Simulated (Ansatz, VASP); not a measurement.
HPbNO4 in VASP and in Ansatz

Contents of INCAR:

```
ALGO     = Normal         # electronic algorithm
EDIFF    = 1E-7           # SCF threshold, eV
ENCUT    = 520            # plane-wave cutoff, eV
GGA      = PE             # functional
ISIF     = 2              # what is computed and relaxed
ISMEAR   = -1             # smearing method
LASPH    = T              # aspherical terms in the spheres
LCHARG   = F              # write CHGCAR
LREAL    = F              # projectors in reciprocal space
LWAVE    = F              # write WAVECAR
NBANDS   = 31             # bands
NELM     = 100            # most SCF steps
PREC     = Accurate       # precision mode
SIGMA    = 0.05           # smearing width, eV
```

The input KPOINTS:

```
k-points
0
Gamma
  7 7 5
```

The input POSCAR:

```
HPbNO4
1.0
    4.1472512781      0.0000000000      0.0000000000
    1.9943961100      3.7876282335      0.0000000000
    2.0191963386      1.2617140972      6.1964268907
H Pb N O
1 1 1 4
Direct
    0.8914500000      0.6820200000      0.6279600000
    0.1442600000      0.9287200000      0.8835200000
    0.2567000000      0.2886100000      0.3017100000
    0.8310800000      0.6505600000      0.7840500000
    0.3869400000      0.2238000000      0.1129500000
    0.3110400000      0.0357600000      0.4585600000
    0.0772600000      0.6063300000      0.3227500000
```

The input input.yaml:

```yaml
crystal:
  lattice:
    - [4.1472512781, 0.0, 0.0]
    - [1.99439611, 3.7876282335, 0.0]
    - [2.0191963386, 1.2617140972, 6.1964268907]
  atoms:
    - { symbol: H, position: [0.89145, 0.68202, 0.62796] }
    - { symbol: Pb, position: [0.14426, 0.92872, 0.88352] }
    - { symbol: "N", position: [0.2567, 0.28861, 0.30171] }
    - { symbol: O, position: [0.83108, 0.65056, 0.78405] }
    - { symbol: O, position: [0.38694, 0.2238, 0.11295] }
    - { symbol: O, position: [0.31104, 0.03576, 0.45856] }
    - { symbol: O, position: [0.07726, 0.60633, 0.32275] }
hamiltonian:
  xc: pbe
  pseudopotentials: { kind: paw }
kpoints:
  mp_grid: { grid: [7, 7, 5] }
scf:
  occupations: { method: fermi_dirac, width: 0.05 }
output:
  forces: true
  stress: true
  eigenvalues: true
```

Alike in both runs: task single point; functional PBE; k mesh 7 × 7 × 5; occupations fermi-dirac, width 0.05 eV; no spin polarisation.

|  | VASP | Ansatz |
| --- | --- | --- |
| version | VASP 6.6.1 | Ansatz 0.2.0 |
| potentials or method | VASP PAW PBE potentials, release 64 (H, Pb_d, N, O) | Ansatz PAW |
| plane-wave cutoff (eV) | 520 | 420 |
| valence electrons in the cell | 44 | 44 |

Ansatz gave:

| Property | Result |
| --- | --- |
| gap on the k mesh at the Fermi level (eV) | 2.84 |
| least direct gap on the mesh (eV) | 2.87 |
| pressure (GPa) | 4.2 |
| traceless stress, the component that is largest in VASP (GPa) | -2.58 |
| rms of the force components (eV/Å) | 0.442 |

Question: Which values does VASP return?

Answer: gap on the k mesh at the Fermi level (eV): 2.82; least direct gap on the mesh (eV): 2.84; pressure (GPa): 4.9; traceless stress, the component that is largest in VASP (GPa): -3.57; rms of the force components (eV/Å): 0.620.

Atom by atom the forces differ by 0.181 eV/Å (rms over components).

Spin-orbit coupling is off throughout. Noted on VASP's run: the standard files for N, O and F lose accuracy on very short bonds. Noted on Ansatz's run: odd divisions of the mesh miss points on the zone boundary, where band edges often lie, so the gap on the mesh can be too wide.
